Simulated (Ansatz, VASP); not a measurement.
Two plane-wave programs on BAs

INCAR

```
PREC = Accurate
ENCUT = 520
EDIFF = 1E-8
ISMEAR = -1
SIGMA = 0.03
LREAL = F
LASPH = T
NELM = 60
ALGO = Normal
ISIF = 2
LWAVE = F
LCHARG = F
GGA = CA
LEFG = T
NBANDS = 11
```

The input KPOINTS:

```
Automatic mesh
0
Gamma
  15 15 15
```

POSCAR

```
BAs
1.0
    0.0000000000      2.3885000000      2.3885000000
    2.3885000000      0.0000000000      2.3885000000
    2.3885000000      2.3885000000      0.0000000000
B As
1 1
Direct
    0.0000000000      0.0000000000      0.0000000000
    0.7500000000      0.7500000000      0.7500000000
```

Input for Ansatz:

```yaml
crystal:
  lattice:
    - [0.0, 2.3885, 2.3885]
    - [2.3885, 0.0, 2.3885]
    - [2.3885, 2.3885, 0.0]
  atoms:
    - { symbol: B, position: [0.0, 0.0, 0.0] }
    - { symbol: As, position: [0.75, 0.75, 0.75] }
kpoints:
  mp_grid: { grid: [15, 15, 15] }
  band_path:
    path:
      - [0.0, 0.0, 0.0]
      - [-0.5, -0.5, 0.0]
      - [-0.375, -0.375, 0.25]
      - [-0.375, 0.0, 0.375]
      - [0.0, 0.0, 0.0]
      - [0.0, 0.0, 0.5]
      - [-0.5, -0.25, 0.25]
      - [-0.5, -0.5, 0.0]
    npoints: 14
scf:
  occupations: { method: fermi_dirac, width: 0.03 }
hamiltonian:
  xc: lda
  pseudopotentials: { kind: paw }
output:
  forces: true
  stress: true
  eigenvalues: true
  efg: { contact_densities: true }
  populations: true
  bader: true
  dos: { projected: true, de: 0.2, e_range: [-14, 8] }
  write_density: true
  write_potential: true
  elf: true
  volumetric_format: npy
```

Alike in both runs: task electric field gradients; functional LDA; k mesh 15 × 15 × 15; occupations fermi-dirac, width 0.03 eV; no spin polarisation.

|  | VASP | Ansatz |
| --- | --- | --- |
| version | VASP 6.6.1 | Ansatz 0.2.0 |
| potentials or method | VASP PAW LDA potentials, release 64 (B, As) | PAW with Ansatz's default frozen-core files, scalar-relativistic |
| plane-wave cutoff (eV) | 520 | 420 |
| valence electrons in the cell | 8 | 18 |

VASP gave:

| Quantity | Value |
| --- | --- |
| gap on the k mesh at the Fermi level (eV) | 1.12 |
| pressure (GPa) | -3.1 |

Problem. What did Ansatz give for the same quantities?

Solution. gap on the k mesh at the Fermi level (eV): 1.13; pressure (GPa): -3.9.

LDA's correlation is that of Perdew and Zunger in VASP and of Perdew and Wang (1992) in Ansatz. VASP's potentials hold 8 valence electrons a cell and Ansatz's 18, so a difference there can come from the potentials and not from the codes.
